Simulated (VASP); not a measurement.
# Ta2N (P-3m1) in VASP: density of states with PBE

Aim: the density of states of Ta2N with PBE.

Everything below comes from runs of VASP 6.6.1. Logs are shortened: lines on timing, memory, paths and dates and some standing lists are left out, and cuts for length are marked.

### Step 1. The cell of the first run

Symmetry: P-3m1, No. 164, trigonal system. Conventional cell: a = 3.101 Å, b = 3.101 Å, c = 4.882 Å, α = 90.00°, β = 90.00°, γ = 120.00°. Within 2.9 Å of Ta (site symmetry 3m) lie 3 N at 2.18 Å. N (site symmetry -3m) has 6 Ta at 2.18 Å within 2.9 Å.

### Step 2. Density of states, PBE

Input file POSCAR:

```
Ta2N
1.0
    3.1011400598      0.0000000000      0.0000000000
   -1.5505700299      2.6856660724      0.0000000000
    0.0000000000      0.0000000000      4.8818900414
Ta N
2 1
Direct
    0.6666666667      0.3333333333      0.7449050328
    0.3333333333      0.6666666667      0.2550949672
    0.0000000000      0.0000000000      0.0000000000
```

Input file INCAR.step1:

```
SYSTEM = Ta2N
PREC = Accurate ; ENCUT = 520
EDIFF = 1E-6 ; ISMEAR = 0
SIGMA = 0.1 ; LREAL = .FALSE.
LASPH = .TRUE. ; NELM = 80
ALGO = Normal ; ISIF = 2
LWAVE = .FALSE. ; LCHARG = .TRUE.
LMAXMIX = 4 ; GGA = PE
NBANDS = 20
```

Input file KPOINTS.step1:

```
Automatic mesh
0
G
  18 18 10
  0 0 0
```

Input file INCAR.step2:

```
SYSTEM = Ta2N
PREC = Accurate ; ENCUT = 520
EDIFF = 1E-6 ; ISMEAR = -5
SIGMA = 0.1 ; LREAL = .FALSE.
LASPH = .TRUE. ; NELM = 80
ALGO = Normal ; ISIF = 2
LWAVE = .FALSE. ; LCHARG = .FALSE.
LMAXMIX = 4 ; GGA = PE
LORBIT = 11 ; NBANDS = 20
NEDOS = 1001 ; ICHARG = 11
```

Input file KPOINTS.step2:

```
Automatic mesh
0
G
  27 27 15
  0 0 0
```

Potentials or basis: VASP PAW PBE potentials, release 64 (Ta_pv, N).

On the command line:

```console
$ cat potpaw_PBE.64/Ta_pv/POTCAR potpaw_PBE.64/N/POTCAR > POTCAR
$ cp INCAR.step1 INCAR
$ cp KPOINTS.step1 KPOINTS
$ mpirun -np 1 vasp_std > vasp.out
$ cp INCAR.step2 INCAR
$ cp KPOINTS.step2 KPOINTS
$ mpirun -np 1 vasp_std > vasp.out
```

OUTCAR:

```text
SYSTEM = Ta2N
   PREC = Accurate
   ENCUT = 520
   EDIFF = 1E-6
   ISMEAR = -5
   LREAL = .FALSE.
   LASPH = .TRUE.
   NELM = 80
   ISIF = 2
   GGA = PE
   LORBIT = 11
   ICHARG = 11

 ion  position               nearest neighbor table
   1  0.667  0.333  0.745-   3 2.18   3 2.18   3 2.18   2 2.99   2 2.99   2 2.99   2 3.07   2 3.07
                             2 3.07
   2  0.333  0.667  0.255-   3 2.18   3 2.18   3 2.18   1 2.99   1 2.99   1 2.99   1 3.07   1 3.07
                             1 3.07
   3  0.000  0.000  0.000-   1 2.18   2 2.18   2 2.18   1 2.18   1 2.18   2 2.18

  LATTYP: Found a hexagonal cell.
 ALAT       =     3.1011400598
 C/A-ratio  =     1.5742243005

  Lattice vectors:

 A1 = (   3.1011400598,   0.0000000000,   0.0000000000)
 A2 = (  -1.5505700299,   2.6856660724,   0.0000000000)
 A3 = (   0.0000000000,   0.0000000000,   4.8818900414)

Analysis of symmetry for initial positions (statically):
=====================================================================
 Subroutine PRICEL returns:
 Original cell was already a primitive cell.

 Routine SETGRP: Setting up the symmetry group for a
 hexagonal supercell.

 Subroutine GETGRP returns: Found 12 space group operations
 (whereof 12 operations were pure point group operations)
 out of a pool of 24 trial point group operations.

The static configuration has the point symmetry D_3d.

Analysis of symmetry for dynamics (positions and initial velocities):
=====================================================================
 Subroutine PRICEL returns:
 Original cell was already a primitive cell.

 Routine SETGRP: Setting up the symmetry group for a
 hexagonal supercell.

 Subroutine GETGRP returns: Found 12 space group operations
 (whereof 12 operations were pure point group operations)
 out of a pool of 24 trial point group operations.

The dynamic configuration has the point symmetry D_3d.

 Subroutine INISYM returns: Found 12 space group operations
 (whereof 12 operations are pure point group operations),
 and found     1 'primitive' translations

----------------------------------------------------------------------------------------

                                     Primitive cell

  volume of cell :      40.6594

  direct lattice vectors                    reciprocal lattice vectors
     3.101140060  0.000000000  0.000000000     0.322462056  0.186173555  0.000000000
    -1.550570030  2.685666072  0.000000000     0.000000000  0.372347110  0.000000000
     0.000000000  0.000000000  4.881890041     0.000000000  0.000000000  0.204838698

  length of vectors
     3.101140060  3.101140060  4.881890041     0.372347110  0.372347110  0.204838698

  position of ions in fractional coordinates (direct lattice)
     0.666666667  0.333333333  0.744905033
     0.333333333  0.666666667  0.255094967
     0.000000000  0.000000000  0.000000000

  ion indices of the primitive-cell ions
   primitive index   ion index
                 1           1
                 2           2
                 3           3

----------------------------------------------------------------------------------------

 KPOINTS: Automatic mesh

Automatic generation of k-mesh.
 Grid dimensions read from file:
 generate k-points for:   27   27   15

 Generating k-lattice:

  Cartesian coordinates                     Fractional coordinates (reciprocal lattice)
     0.011943039  0.006895317  0.000000000     0.037037037  0.000000000  0.000000000
     0.000000000  0.013790634  0.000000000     0.000000000  0.037037037  0.000000000
     0.000000000  0.000000000  0.013655913     0.000000000  0.000000000  0.066666667

  Length of vectors
     0.013790634  0.013790634  0.013655913

  Shift w.r.t. Gamma in fractional coordinates (k-lattice)
     0.000000000  0.000000000  0.000000000

 TETIRR: Found  16224 inequivalent tetrahedra from    65610

 Subroutine IBZKPT returns following result:
 ===========================================

 Found   1027 irreducible k-points:

 Following reciprocal coordinates:
            Coordinates               Weight
  0.000000  0.000000  0.000000      1.000000
  0.037037  0.000000  0.000000      6.000000
  0.074074  0.000000  0.000000      6.000000
  0.111111  0.000000  0.000000      6.000000
  0.148148  0.000000  0.000000      6.000000
  0.185185 -0.000000  0.000000      6.000000
[... 16 lines left out ...]
  0.333333  0.037037  0.000000     12.000000
  0.370370  0.037037  0.000000     12.000000
 [... further k-points ...]
   k-points           NKPTS =   1027   k-points in BZ     NKDIM =   1027   number of bands    NBANDS=     20
   number of dos      NEDOS =   1001   number of ions     NIONS =      3
   total plane-waves  NPLWV =  20736
   dimension x,y,z NGX =    24 NGY =   24 NGZ =   36
   dimension x,y,z NGXF=    48 NGYF=   48 NGZF=   72
   ions per type =               2   1
   NGX,Y,Z   is equivalent  to a cutoff of  12.87, 12.87, 12.26 a.u.
   NGXF,Y,Z  is equivalent  to a cutoff of  25.73, 25.73, 24.52 a.u.
 SYSTEM =  Ta2N
   PREC   = accura    normal or accurate (medium, high low for compatibility)
   ISTART =      0    job   : 0-new  1-cont  2-samecut
   ICHARG =     11    charge: 1-file 2-atom 10-const
   ISPIN  =      1    spin polarized calculation?
   LNONCOLLINEAR =      F non collinear calculations
   LSORBIT =      F    spin-orbit coupling
   LASPH  =      T    aspherical Exc in radial PAW
   ENCUT  =  520.0 eV  38.22 Ry    6.18 a.u.   5.77  5.77  9.08*2*pi/ulx,y,z
   NELM   =     80;   NELMIN=  2; NELMDL=  0     # of ELM steps
   EDIFF  = 0.1E-05   stopping-criterion for ELM
   LREAL  =      F    real-space projection
   EDIFFG = 0.1E-04   stopping-criterion for IOM
   NSW    =      0    number of steps for IOM
   IBRION =     -1    ionic relax: 0-MD 1-quasi-New 2-CG
   NFREE  =      0    steps in history (QN), initial steepest desc. (CG)
   ISIF   =      2    stress and relaxation
   ISYM   =      2    0-nonsym 1-usesym 2-fastsym
   POTIM  = 0.5000    time-step for ionic-motion
   TEBEG  =    0.0;   TEEND  =   0.0 temperature during run
   PSTRESS=    0.0 pullay stress
   NELECT =      27.0000    total number of electrons
   NUPDOWN=      -1.0000    fix difference up-down
   EMIN   =  10.00;   EMAX   =-10.00  energy-range for DOS
   EFERMI =   0.00;   METHOD = LEGACY
   ISMEAR =    -5;   SIGMA  =   0.10  broadening in eV -4-tet -1-fermi 0-gaus
   EFERMI_NEDOS =   21; number of points for ismear=-14 and -15
   IALGO  =     38    algorithm
   IMIX   =      4    mixing-type and parameters
     AMIX     =   0.40;   BMIX     =  1.00
     AMIX_MAG =   1.60;   BMIX_MAG =  1.00
  volume/ion in A,a.u.               =      13.55        91.46
  Fermi-wavevector in a.u.,A,eV,Ry     =   1.428266  2.699031 27.755102  2.039942
  Thomas-Fermi vector in A             =   2.548346
   LORBIT       =     11    0 simple, 1 ext, 2 COOP (PROOUT), +10 PAW based schemes
   GGA     = PE    functional components
   LHFCALC =     F    Hartree Fock is set to
   AEXX    =    0.0000 exact exchange contribution
   IVDW    =     0    specifies the selected vdW correction
   LEPSILON=     F    determine dielectric tensor
   LRPA    =     F    only Hartree local field effects (RPA)
 non-spin polarized calculation
 Fermi weights with tetrahedron method with Bloechl corrections
  energy-cutoff  :      520.00
  volume of cell :       40.66
 maximum number of plane-waves:      1111

 number of electron      26.9999997 magnetization

 Free energy of the ion-electron system (eV)
  ---------------------------------------------------
  ext. energy  EPLUGINS =         0.00000000
  ---------------------------------------------------
  free energy    TOTEN  =       -34.38493354 eV

  energy without entropy =      -34.38493354  energy(sigma->0) =      -34.38493354

 E-fermi :   7.5123     XC(G=0): -12.8739

 val. band max:        7.5383975863   @ k =   0.0000   0.4444   0.3333
 cond. band min:       7.4771916365   @ k =   0.1111   0.0000   0.2000
 fundamental gap:     -0.0612059498
 Fermi energy:         7.5123041765

 k-point     1 :       0.0000    0.0000    0.0000
  band No.  band energies     occupation
      1     -28.1740      2.00000
      2     -27.4437      2.00000
      3     -27.4437      2.00000
      4     -27.3204      2.00000
      5     -27.3204      2.00000
      6     -27.2144      2.00000
[... 12 lines left out ...]
     19       8.6655      0.00000
     20      12.4580      0.00000

 k-point     2 :       0.0370    0.0000    0.0000
  band No.  band energies     occupation
      1     -28.1698      2.00000
      2     -27.4523      2.00000
      3     -27.4468      2.00000
      4     -27.3291      2.00000
      5     -27.3211      2.00000
      6     -27.2158      2.00000
[... 12 lines left out ...]
     19       8.7912      0.00000
     20      12.4695      0.00000

 k-point     3 :       0.0741    0.0000    0.0000
  band No.  band energies     occupation
      1     -28.1574      2.00000
      2     -27.4773      2.00000
      3     -27.4558      2.00000
      4     -27.3543      2.00000
      5     -27.3232      2.00000
      6     -27.2204      2.00000
[... 12 lines left out ...]
     19       9.0770      0.00000
     20      12.4723      0.00000

 k-point     4 :       0.1111    0.0000    0.0000
  band No.  band energies     occupation
      1     -28.1372      2.00000
      2     -27.5176      2.00000
      3     -27.4698      2.00000
      4     -27.3942      2.00000
      5     -27.3269      2.00000
      6     -27.2281      2.00000
[... 12 lines left out ...]
     19       9.5648      0.00000
     20      12.4140      0.00000

 k-point     5 :       0.1481    0.0000    0.0000
  band No.  band energies     occupation
      1     -28.1097      2.00000
      2     -27.5711      2.00000
      3     -27.4878      2.00000
      4     -27.4458      2.00000
      5     -27.3324      2.00000
      6     -27.2391      2.00000
[... 12 lines left out ...]
     19      10.1790      0.00000
     20      12.2870      0.00000

 k-point     6 :       0.1852   -0.0000    0.0000
  band No.  band energies     occupation
      1     -28.0759      2.00000
      2     -27.6348      2.00000
      3     -27.5086      2.00000
      4     -27.5056      2.00000
      5     -27.3394      2.00000
      6     -27.2537      2.00000
[... 12 lines left out ...]
     19      10.7980      0.00000
     20      12.1267      0.00000

 k-point     7 :       0.2222    0.0000    0.0000
  band No.  band energies     occupation
      1     -28.0367      2.00000
      2     -27.7052      2.00000
      3     -27.5698      2.00000
      4     -27.5308      2.00000
      5     -27.3478      2.00000
      6     -27.2718      2.00000
[... 12 lines left out ...]
     19      11.3812      0.00000
     20      11.9962      0.00000
[... 277 lines left out ...]
 k-point    20 :       0.2222    0.0370    0.0000
  band No.  band energies     occupation
      1     -28.0131      2.00000
      2     -27.7415      2.00000
      3     -27.6157      2.00000
      4     -27.5349      2.00000
      5     -27.3570      2.00000
      6     -27.2834      2.00000
[... 12 lines left out ...]
     19      11.6357      0.00000
     20      12.0075      0.00000

 k-point    21 :       0.2593    0.0370    0.0000
  band No.  band energies     occupation
      1     -27.9701      2.00000
      2     -27.8126      2.00000
      3     -27.6744      2.00000
      4     -27.5617      2.00000
      5     -27.3667      2.00000
      6     -27.3067      2.00000
[... 12 lines left out ...]
     19      11.7110      0.00000
     20      12.4086      0.00000

 k-point    22 :       0.2963    0.0370    0.0000
  band No.  band energies     occupation
      1     -27.9357      2.00000
      2     -27.8697      2.00000
      3     -27.7311      2.00000
      4     -27.5853      2.00000
      5     -27.3764      2.00000
      6     -27.3329      2.00000
[... 12 lines left out ...]
     19      11.7017      0.00000
     20      12.9118      0.00000

 k-point    23 :       0.3333    0.0370    0.0000
  band No.  band energies     occupation
      1     -27.9620      2.00000
      2     -27.8591      2.00000
      3     -27.7818      2.00000
      4     -27.6057      2.00000
      5     -27.3855      2.00000
      6     -27.3612      2.00000
[... 12 lines left out ...]
     19      11.7310      0.00000
     20      12.7474      0.00000

 k-point    24 :       0.3704    0.0370    0.0000
  band No.  band energies     occupation
      1     -28.0101      2.00000
      2     -27.8271      2.00000
      3     -27.8157      2.00000
      4     -27.6224      2.00000
      5     -27.3935      2.00000
      6     -27.3898      2.00000
[... 12 lines left out ...]
     19      11.7738      0.00000
     20      12.4827      0.00000

 [... further k-points ...]

------------------------ aborting loop because EDIFF is reached ----------------------------------------

  FORCE on cell =-STRESS in cart. coord.  units (eV):
  Direction    XX          YY          ZZ          XY          YZ          ZX
  --------------------------------------------------------------------------------------
  -------------------------------------------------------------------------------------
  Total        0.0946809      0.0946809      0.0912754      0.0000000      0.0000000      0.0000000
  in kB        3.7308807      3.7308807      3.5966900      0.0000000      0.0000000      0.0000000
  external PRESSURE =       3.6861505 kB  Pullay stress =       0.0000000 kB

 VOLUME and BASIS-vectors are now :
 -----------------------------------------------------------------------------
  energy-cutoff  :      520.00
  volume of cell :       40.66
      direct lattice vectors                 reciprocal lattice vectors
     3.101140060  0.000000000  0.000000000     0.322462056  0.186173555  0.000000000
    -1.550570030  2.685666072  0.000000000     0.000000000  0.372347110  0.000000000
     0.000000000  0.000000000  4.881890041     0.000000000  0.000000000  0.204838698

 POSITION                                       TOTAL-FORCE (eV/Angst)
 -----------------------------------------------------------------------------------
      1.55057      0.89522      3.63654        -0.000000      0.000000     -0.008923
     -0.00000      1.79044      1.24535         0.000000     -0.000000      0.008923
      0.00000      0.00000      0.00000         0.000000      0.000000      0.000000
 -----------------------------------------------------------------------------------
    total drift:                               -0.000000      0.000000      0.000000

  FREE ENERGIE OF THE ION-ELECTRON SYSTEM (eV)
  ---------------------------------------------------
  free  energy   TOTEN  =       -34.3849335355 eV

  energy  without entropy=      -34.3849335355  energy(sigma->0) =      -34.38493354

 total charge

# of ion       s       p       d       tot
------------------------------------------
    1        0.313   6.222   2.349   8.884
    2        0.313   6.222   2.349   8.884
    3        1.243   2.509   0.000   3.752
--------------------------------------------------
tot          1.870  14.952   4.698  21.520
```

Wall time 5.3 min (1 thread of Intel Xeon Platinum 8488C (Sapphire Rapids), shared host); peak memory 0.8 GiB.

What came out:

```yaml
Valence_electrons_inside_the_program's_atomic_spheres: Ta 8.88; N 3.75
```

Caveat: spin-orbit coupling is left out, which moves the levels of the heavy elements; tetrahedron occupations give inexact forces and stress in metals.
